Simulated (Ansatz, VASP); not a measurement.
## Two plane-wave programs on AlN

```xyz
2
Lattice="0.0000 2.0189 2.0189 2.0189 0.0000 2.0189 2.0189 2.0189 0.0000" Properties=species:S:1:pos:R:3 pbc="T T T"
Al    2.0189    2.0189    2.0189
N     0.0000    0.0000    0.0000
```

Alike in both runs: functional r2SCAN; k mesh 10 × 10 × 10; no spin polarisation.

Ansatz relaxed the structure, and its values are those at the end. VASP's run is a single point on that final structure, the one shown.

|  | VASP | Ansatz |
| --- | --- | --- |
| version | VASP 6.6.1 | Ansatz 0.2.0 |
| potentials or method | VASP PAW PBE potentials, release 64 (Al, N), cutoff 660 eV | scalar-relativistic, plane waves, PAW |
| occupations | gaussian, width 0.01 eV | fixed |
| valence electrons in the cell | 8 | 8 |

|  | VASP | Ansatz | Ansatz less VASP |
| --- | --- | --- | --- |
| gap on the k mesh at the Fermi level (eV) | 5.53 | 5.52 | -0.005 |
| least direct gap on the mesh (eV) | 6.58 | 6.53 | -0.050 |
| pressure (GPa) | -0.7 | 0.0 | +0.71 |

VASP's potentials were made for PBE, not for r2SCAN.
